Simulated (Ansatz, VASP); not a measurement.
# Two plane-wave programs on Rb2N

```xyz
3
Lattice="0.0000 3.5825 3.5825 3.5825 0.0000 3.5825 3.5825 3.5825 0.0000" Properties=species:S:1:pos:R:3 pbc="T T T"
Rb    1.7913    1.7913    1.7913
Rb    5.3738    5.3738    5.3738
N     0.0000    0.0000    0.0000
```

Alike in both runs: functional PBE; k mesh 12 × 12 × 12; occupations gaussian, width 0.1 eV; collinear spin.

Ansatz relaxed the structure, and its values are those at the end. VASP's run is a single point on that final structure, the one shown.

|  | VASP | Ansatz |
| --- | --- | --- |
| version | VASP 6.6.1 | Ansatz 0.2.0 |
| potentials or method | VASP PAW PBE potentials, release 64 (Rb_sv, N), cutoff 520 eV | scalar-relativistic, plane waves, PAW |
| valence electrons in the cell | 23 | 23 |

Ansatz gave:

- gap on the k mesh at the Fermi level (eV): none
- pressure (GPa): 0.0
- net moment per atom (μB): 0.33
- size of the moment on the site where the two differ most (μB): 1.01

Task: What did VASP give for the same quantities?

Result: gap on the k mesh at the Fermi level (eV): none; pressure (GPa): 0.1; net moment per atom (μB): 0.33; size of the moment on the site where the two differ most (μB): 0.67.

Site moments also hang on the region over which each program counts them. A gap of «none» marks a metal or a gap that the smearing closes.
